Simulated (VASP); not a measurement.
# Li in VASP: a series of runs, part 2 of 2

VASP 6.6.1. Earlier steps stand in the parts before.

### 4 Electric field gradients, PBE (22.72 Å³/atom)

This run uses another cell than the first one, of 22.72 Å³/atom.

Contents of INCAR:

```
SYSTEM = Li
ALGO = Normal ; EDIFF = 1E-8
ENCUT = 520 ; GGA = PE
ISIF = 2 ; ISMEAR = -1
LASPH = .TRUE. ; LCHARG = .FALSE.
LEFG = .TRUE. ; LREAL = .FALSE.
LWAVE = .FALSE. ; NBANDS = 8
NELM = 80 ; PREC = Accurate
SIGMA = 0.08
```

Contents of KPOINTS:

```
k-points
0
G
  15 15 15
  0 0 0
```

Contents of POSCAR:

```
Li
1.0
   -1.7843224392      1.7843224392      1.7843224392
    1.7843224392     -1.7843224392      1.7843224392
    1.7843224392      1.7843224392     -1.7843224392
Li
1
Direct
    0.0000000000      0.0000000000      0.0000000000
```

Potentials or basis: VASP PAW PBE potentials, release 64 (Li_sv).

The run is started by

```
cat potpaw_PBE.64/Li_sv/POTCAR > POTCAR
mpirun -np 1 vasp_std > vasp.out
```

OUTCAR:

```text
SYSTEM = Li
   EDIFF = 1E-8
   ENCUT = 520
   GGA = PE
   ISIF = 2
   ISMEAR = -1
   LASPH = .TRUE.
   LREAL = .FALSE.
   NELM = 80
   PREC = Accurate

 ion  position               nearest neighbor table
   1  0.000  0.000  0.000-

  LATTYP: Found a body centered cubic cell.
 ALAT       =     3.5686448784

  Lattice vectors:

 A1 = (  -1.7843224392,   1.7843224392,   1.7843224392)
 A2 = (   1.7843224392,  -1.7843224392,   1.7843224392)
 A3 = (   1.7843224392,   1.7843224392,  -1.7843224392)

Analysis of symmetry for initial positions (statically):
=====================================================================
 Subroutine PRICEL returns:
 Original cell was already a primitive cell.

 Routine SETGRP: Setting up the symmetry group for a
 body centered cubic supercell.

 Subroutine GETGRP returns: Found 48 space group operations
 (whereof 48 operations were pure point group operations)
[... 443 lines left out ...]

 VOLUME and BASIS-vectors are now :
 -----------------------------------------------------------------------------
  energy-cutoff  :      520.00
  volume of cell :       22.72
      direct lattice vectors                 reciprocal lattice vectors
    -1.784322439  1.784322439  1.784322439     0.000000000  0.280218412  0.280218412
     1.784322439 -1.784322439  1.784322439     0.280218412  0.000000000  0.280218412
     1.784322439  1.784322439 -1.784322439     0.280218412  0.280218412  0.000000000

 POSITION                                       TOTAL-FORCE (eV/Angst)
 -----------------------------------------------------------------------------------
      0.00000      0.00000      0.00000         0.000000      0.000000     -0.000000
 -----------------------------------------------------------------------------------
    total drift:                               -0.000000     -0.000000      0.000000

  FREE ENERGIE OF THE ION-ELECTRON SYSTEM (eV)
  ---------------------------------------------------
  free  energy   TOTEN  =        -1.8987854822 eV

  energy  without entropy=       -1.8875530881  energy(sigma->0) =       -1.89316929

 Electric field gradients (V/A^2)
---------------------------------------------------------------------
 ion       V_xx      V_yy      V_zz      V_xy      V_xz      V_yz
---------------------------------------------------------------------
   1       0.000    -0.000     0.000    -0.001    -0.001    -0.001
---------------------------------------------------------------------

 Electric field gradients after diagonalization (V/A^2)
 (convention: |V_zz| > |V_xx| > |V_yy|)
----------------------------------------------------------------------
 ion       V_xx      V_yy      V_zz     asymmetry (V_yy - V_xx)/ V_zz
----------------------------------------------------------------------
   1       0.001     0.001    -0.001       0.000
----------------------------------------------------------------------

           NMR quadrupolar parameters

 Cq : quadrupolar parameter    Cq=e*Q*V_zz/h
 eta: asymmetry parameters     (V_yy - V_xx)/ V_zz
 Q  : nuclear electric quadrupole moment in mb (millibarn)
----------------------------------------------------------------------
 ion       Cq(MHz)       eta       Q (mb)
----------------------------------------------------------------------
   1      -0.000       0.000       1.000
----------------------------------------------------------------------
```

It took 32 s on 1 thread of AMD EPYC 7R13, shared host; peak memory 0.11 GiB.

What came out:

| Property | Result |
| --- | --- |
| Free energy | -1.8988 eV |
| Band gap on the k mesh | zero (an odd number of electrons rules out a gap without spin polarisation) |
| Largest electric field gradient by atom | zero within the noise of the run |

Caveat: the cutoff is under 1.25 times the usual one of these potentials, so pressure, stress and relaxed cells hold a basis-set (Pulay) error.

### 5 Electric field gradients, PBE (22.72 Å³/atom)

This run uses another cell than the first one, of 22.72 Å³/atom.

Contents of INCAR:

```
PREC = Accurate ; ENCUT = 520
EDIFF = 1E-8 ; ISMEAR = -1
SIGMA = 0.08 ; LREAL = False
LASPH = True ; NELM = 60
ALGO = Normal ; ISIF = 2
LWAVE = False ; LCHARG = False
GGA = PE ; LEFG = True
NBANDS = 8
```

Contents of KPOINTS:

```
Automatic mesh
0
Gamma
  15 15 15
```

POSCAR is that of step 4.

Potentials or basis: VASP PAW PBE potentials, release 64 (Li_sv).

The run is started by

```
cat potpaw_PBE.64/Li_sv/POTCAR > POTCAR
mpirun -np 1 vasp_std > vasp.out
```

OUTCAR:

```text
PREC = Accurate
   ENCUT = 520
   EDIFF = 1E-8
   ISMEAR = -1
   LREAL = False
   LASPH = True
   NELM = 60
   ISIF = 2
   GGA = PE

 ion  position               nearest neighbor table
   1  0.000  0.000  0.000-

  LATTYP: Found a body centered cubic cell.
 ALAT       =     3.5686448784

  Lattice vectors:

 A1 = (  -1.7843224392,   1.7843224392,   1.7843224392)
 A2 = (   1.7843224392,  -1.7843224392,   1.7843224392)
 A3 = (   1.7843224392,   1.7843224392,  -1.7843224392)

Analysis of symmetry for initial positions (statically):
=====================================================================
 Subroutine PRICEL returns:
 Original cell was already a primitive cell.

 Routine SETGRP: Setting up the symmetry group for a
 body centered cubic supercell.

 Subroutine GETGRP returns: Found 48 space group operations
[... 443 lines left out ...]
  external PRESSURE =     -13.6149613 kB  Pullay stress =       0.0000000 kB

 VOLUME and BASIS-vectors are now :
 -----------------------------------------------------------------------------
  energy-cutoff  :      520.00
  volume of cell :       22.72
      direct lattice vectors                 reciprocal lattice vectors
    -1.784322439  1.784322439  1.784322439     0.000000000  0.280218412  0.280218412
     1.784322439 -1.784322439  1.784322439     0.280218412  0.000000000  0.280218412
     1.784322439  1.784322439 -1.784322439     0.280218412  0.280218412  0.000000000

 POSITION                                       TOTAL-FORCE (eV/Angst)
 -----------------------------------------------------------------------------------
      0.00000      0.00000      0.00000         0.000000      0.000000     -0.000000
 -----------------------------------------------------------------------------------
    total drift:                               -0.000000     -0.000000      0.000000

  FREE ENERGIE OF THE ION-ELECTRON SYSTEM (eV)
  ---------------------------------------------------
  free  energy   TOTEN  =        -1.8987854822 eV

  energy  without entropy=       -1.8875530881  energy(sigma->0) =       -1.89316929

 Electric field gradients (V/A^2)
---------------------------------------------------------------------
 ion       V_xx      V_yy      V_zz      V_xy      V_xz      V_yz
---------------------------------------------------------------------
   1       0.000    -0.000     0.000    -0.001    -0.001    -0.001
---------------------------------------------------------------------

 Electric field gradients after diagonalization (V/A^2)
 (convention: |V_zz| > |V_xx| > |V_yy|)
----------------------------------------------------------------------
 ion       V_xx      V_yy      V_zz     asymmetry (V_yy - V_xx)/ V_zz
----------------------------------------------------------------------
   1       0.001     0.001    -0.001       0.000
----------------------------------------------------------------------

           NMR quadrupolar parameters

 Cq : quadrupolar parameter    Cq=e*Q*V_zz/h
 eta: asymmetry parameters     (V_yy - V_xx)/ V_zz
 Q  : nuclear electric quadrupole moment in mb (millibarn)
----------------------------------------------------------------------
 ion       Cq(MHz)       eta       Q (mb)
----------------------------------------------------------------------
   1      -0.000       0.000       1.000
----------------------------------------------------------------------
```

OSZICAR:

```text
N       E                     dE             d eps       ncg     rms          rms(c)
DAV:   1    -0.243674590880E+00   -0.24367E+00   -0.74158E+02  1944   0.264E+02
DAV:   2    -0.187419212160E+01   -0.16305E+01   -0.16110E+01  2736   0.332E+01
DAV:   3    -0.190011734654E+01   -0.25925E-01   -0.25817E-01  2248   0.321E+00
DAV:   4    -0.190057193801E+01   -0.45459E-03   -0.45395E-03  2880   0.334E-01
DAV:   5    -0.190057373816E+01   -0.18002E-05   -0.18001E-05  2352   0.166E-02    0.287E-01
DAV:   6    -0.189939611624E+01    0.11776E-02   -0.26578E-04  3040   0.760E-02    0.163E-01
DAV:   7    -0.189878716713E+01    0.60895E-03   -0.62543E-04  3192   0.104E-01    0.260E-02
DAV:   8    -0.189878868462E+01   -0.15175E-05   -0.77070E-06  2128   0.200E-02    0.275E-03
DAV:   9    -0.189878653304E+01    0.21516E-05   -0.53028E-07  3408   0.621E-03    0.388E-04
DAV:  10    -0.189878564349E+01    0.88955E-06   -0.32950E-08  2080   0.130E-03    0.165E-04
DAV:  11    -0.189878551037E+01    0.13313E-06   -0.37812E-09  1336   0.505E-04    0.443E-05
DAV:  12    -0.189878548515E+01    0.25218E-07   -0.30407E-10  1056   0.158E-04    0.623E-06
DAV:  13    -0.189878548220E+01    0.29529E-08   -0.61009E-11  1056   0.714E-05
   1 F= -.18987855E+01 E0= -.18931693E+01  d E =-.112324E-01
```

Wall time 35 s (1 thread of AMD EPYC 7R13, shared host); peak memory 0.11 GiB.

What came out:

| Property | Result |
| --- | --- |
| Free energy | -1.8988 eV |
| Band gap on the k mesh | zero (an odd number of electrons rules out a gap without spin polarisation) |
| Largest electric field gradient by atom | zero within the noise of the run |

Caveat: the cutoff is under 1.25 times the usual one of these potentials, so pressure, stress and relaxed cells hold a basis-set (Pulay) error.

### 6 Electric field gradients, PBE (equal xy, yz and zx shear strains of -2 %)

INCAR is that of step 5.

KPOINTS is that of step 5.

Contents of POSCAR:

```
Li
1.0
   -1.7850000000      1.7500000000      1.7500000000
    1.7500000000     -1.7850000000      1.7500000000
    1.7500000000      1.7500000000     -1.7850000000
Li
1
Direct
    0.0000000000      0.0000000000      0.0000000000
```

Potentials or basis: VASP PAW PBE potentials, release 64 (Li_sv).

The run is started by

```
cat potpaw_PBE.64/Li_sv/POTCAR > POTCAR
mpirun -np 1 vasp_std > vasp.out
```

OUTCAR:

```text
PREC = Accurate
   ENCUT = 520
   EDIFF = 1E-8
   ISMEAR = -1
   LREAL = False
   LASPH = True
   NELM = 60
   ISIF = 2
   GGA = PE

 ion  position               nearest neighbor table
   1  0.000  0.000  0.000-

  LATTYP: Found a trigonal (rhomboedric) cell.
 ALAT       =     3.0514299926
 COS(alpha) =    -0.3420602552

  Lattice vectors:

 A1 = (  -1.7850000000,   1.7500000000,   1.7500000000)
 A2 = (   1.7500000000,  -1.7850000000,   1.7500000000)
 A3 = (   1.7500000000,   1.7500000000,  -1.7850000000)

Analysis of symmetry for initial positions (statically):
=====================================================================
 Subroutine PRICEL returns:
 Original cell was already a primitive cell.

 Routine SETGRP: Setting up the symmetry group for a
 trigonal (rhombohedral) supercell.

 Subroutine GETGRP returns: Found 12 space group operations
 (whereof 12 operations were pure point group operations)
 out of a pool of 12 trial point group operations.

The static configuration has the point symmetry D_3d.

Analysis of symmetry for dynamics (positions and initial velocities):
=====================================================================
 Subroutine PRICEL returns:
 Original cell was already a primitive cell.

 Routine SETGRP: Setting up the symmetry group for a
 trigonal (rhombohedral) supercell.

 Subroutine GETGRP returns: Found 12 space group operations
 (whereof 12 operations were pure point group operations)
 out of a pool of 12 trial point group operations.

The dynamic configuration has the point symmetry D_3d.

 Subroutine INISYM returns: Found 12 space group operations
 (whereof 12 operations are pure point group operations),
 and found     1 'primitive' translations

----------------------------------------------------------------------------------------

                                     Primitive cell

  volume of cell :      21.4310

  direct lattice vectors                    reciprocal lattice vectors
    -1.785000000  1.750000000  1.750000000     0.005773172  0.288658603  0.288658603
     1.750000000 -1.785000000  1.750000000     0.288658603  0.005773172  0.288658603
     1.750000000  1.750000000 -1.785000000     0.288658603  0.288658603  0.005773172

  length of vectors
     3.051429993  3.051429993  3.051429993     0.408265732  0.408265732  0.408265732

  position of ions in fractional coordinates (direct lattice)
     0.000000000  0.000000000  0.000000000

  ion indices of the primitive-cell ions
   primitive index   ion index
                 1           1

----------------------------------------------------------------------------------------

 KPOINTS: Automatic mesh

Automatic generation of k-mesh.
 Grid dimensions read from file:
 generate k-points for:   15   15   15

 Generating k-lattice:

  Cartesian coordinates                     Fractional coordinates (reciprocal lattice)
     0.000384878  0.019243907  0.019243907     0.066666667  0.000000000  0.000000000
[... 65 lines left out ...]
   ISIF   =      2    stress and relaxation
   ISYM   =      2    0-nonsym 1-usesym 2-fastsym
   POTIM  = 0.5000    time-step for ionic-motion
   TEBEG  =    0.0;   TEEND  =   0.0 temperature during run
   PSTRESS=    0.0 pullay stress
   NELECT =       3.0000    total number of electrons
   NUPDOWN=      -1.0000    fix difference up-down
   EMIN   =  10.00;   EMAX   =-10.00  energy-range for DOS
   EFERMI =   0.00;   METHOD = LEGACY
   ISMEAR =    -1;   SIGMA  =   0.08  broadening in eV -4-tet -1-fermi 0-gaus
   EFERMI_NEDOS =   21; number of points for ismear=-14 and -15
   IALGO  =     38    algorithm
   IMIX   =      4    mixing-type and parameters
     AMIX     =   0.40;   BMIX     =  1.00
     AMIX_MAG =   1.60;   BMIX_MAG =  1.00
  volume/ion in A,a.u.               =      21.43       144.62
  Fermi-wavevector in a.u.,A,eV,Ry     =   0.850030  1.606324  9.830904  0.722551
  Thomas-Fermi vector in A             =   1.965943
   LORBIT       =      0    0 simple, 1 ext, 2 COOP (PROOUT), +10 PAW based schemes
   GGA     = PE    functional components
   LHFCALC =     F    Hartree Fock is set to
   AEXX    =    0.0000 exact exchange contribution
   IVDW    =     0    specifies the selected vdW correction
   LEPSILON=     F    determine dielectric tensor
   LRPA    =     F    only Hartree local field effects (RPA)
 non-spin polarized calculation
  energy-cutoff  :      520.00
  volume of cell :       21.43
 maximum number of plane-waves:       592
   NGX = 11   NGY = 11   NGZ = 11

 number of electron       2.9999994 magnetization

 Free energy of the ion-electron system (eV)
  ---------------------------------------------------
  ext. energy  EPLUGINS =         0.00000000
  ---------------------------------------------------
  free energy    TOTEN  =        -1.90580752 eV

  energy without entropy =       -1.89473621  energy(sigma->0) =       -1.90027187

 E-fermi :   0.4984     XC(G=0):  -6.9100

 val. band max:        0.4932732948   @ k =  -0.2000  -0.3333   0.0667
 cond. band min:       0.5150034270   @ k =  -0.4667   0.4667   0.0000
 fundamental gap:      0.0217301322
 Fermi energy:         0.4984261657

 k-point     1 :       0.0000    0.0000    0.0000
  band No.  band energies     occupation
      1     -46.1544      2.00000
      2      -3.0130      2.00000
      3      14.3130      0.00000
      4      14.3130      0.00000
      5      14.8484      0.00000
      6      19.0104      0.00000
      7      19.0104      0.00000
      8      19.0604      0.00000
[... 243 lines left out ...]
 k-point    24 :       0.2000    0.1333    0.0000
  band No.  band energies     occupation
      1     -46.1437      2.00000
      2      -1.3944      2.00000
      3       8.5608      0.00000
      4      10.0421      0.00000
      5      11.9480      0.00000
      6      16.3011      0.00000
      7      16.7121      0.00000
      8      19.5202      0.00000

 [... further k-points ...]

------------------------ aborting loop because EDIFF is reached ----------------------------------------

  FORCE on cell =-STRESS in cart. coord.  units (eV):
  Direction    XX          YY          ZZ          XY          YZ          ZX
  --------------------------------------------------------------------------------------
  -------------------------------------------------------------------------------------
  Total       -0.1022841     -0.1022841     -0.1022841      0.0298335      0.0298335      0.0298335
  in kB       -7.6467265     -7.6467265     -7.6467265      2.2303417      2.2303417      2.2303417
  external PRESSURE =      -7.6467265 kB  Pullay stress =       0.0000000 kB

 VOLUME and BASIS-vectors are now :
 -----------------------------------------------------------------------------
  energy-cutoff  :      520.00
  volume of cell :       21.43
      direct lattice vectors                 reciprocal lattice vectors
    -1.785000000  1.750000000  1.750000000     0.005773172  0.288658603  0.288658603
     1.750000000 -1.785000000  1.750000000     0.288658603  0.005773172  0.288658603
     1.750000000  1.750000000 -1.785000000     0.288658603  0.288658603  0.005773172

 POSITION                                       TOTAL-FORCE (eV/Angst)
 -----------------------------------------------------------------------------------
      0.00000      0.00000      0.00000         0.000000     -0.000000     -0.000000
 -----------------------------------------------------------------------------------
    total drift:                                0.000000      0.000000     -0.000000

  FREE ENERGIE OF THE ION-ELECTRON SYSTEM (eV)
  ---------------------------------------------------
  free  energy   TOTEN  =        -1.9058075241 eV

  energy  without entropy=       -1.8947362064  energy(sigma->0) =       -1.90027187

 Electric field gradients (V/A^2)
---------------------------------------------------------------------
 ion       V_xx      V_yy      V_zz      V_xy      V_xz      V_yz
---------------------------------------------------------------------
   1       0.000    -0.000     0.000     0.068     0.068     0.068
---------------------------------------------------------------------

 Electric field gradients after diagonalization (V/A^2)
 (convention: |V_zz| > |V_xx| > |V_yy|)
----------------------------------------------------------------------
 ion       V_xx      V_yy      V_zz     asymmetry (V_yy - V_xx)/ V_zz
----------------------------------------------------------------------
   1      -0.068    -0.068     0.136       0.000
----------------------------------------------------------------------

           NMR quadrupolar parameters

 Cq : quadrupolar parameter    Cq=e*Q*V_zz/h
 eta: asymmetry parameters     (V_yy - V_xx)/ V_zz
 Q  : nuclear electric quadrupole moment in mb (millibarn)
----------------------------------------------------------------------
 ion       Cq(MHz)       eta       Q (mb)
----------------------------------------------------------------------
   1       0.000       0.000       1.000
----------------------------------------------------------------------
```

Wall time 59 s (1 thread of Intel Xeon 8259CL, shared host); peak memory 0.16 GiB.

What came out:

```
Free energy                             : -1.9058 eV
Band gap on the k mesh                  : zero (an odd number of electrons rules out a gap without spin polarisation)
Largest electric field gradient by atom : Li +0.14 V/Å²
```

Caveat: the cell differs from its parent crystal (equal xy, yz and zx shear strains of -2 %); the cutoff is under 1.25 times the usual one of these potentials, so pressure, stress and relaxed cells hold a basis-set (Pulay) error; without QUAD_EFG the Cq values of the log hold for a quadrupole moment of 1 mb, not for the nuclei.

### 7 Overview

```csv
cell,gap on the mesh (eV)
"a = 3.051 Å, angles 109.5°, 1 atom",none
"a = 3.081 Å, angles 109.5°, 1 atom",none
"a = 3.091 Å, angles 109.5°, 1 atom",none
"a = 3.051 Å, angles 110.0°, 1 atom",none
```

Alike in all rows: task electric field gradients; level PBE; potentials or basis VASP PAW PBE potentials, release 64 (Li_sv); no spin polarisation; k mesh 15 × 15 × 15; cutoff (eV) 520; smearing fermi-dirac 0.08 eV.

Caveats: the cutoff is under 1.25 times the usual one of these potentials, so pressure, stress and relaxed cells hold a basis-set (Pulay) error.

Absolute energies hang on the potentials; compare differences alone.
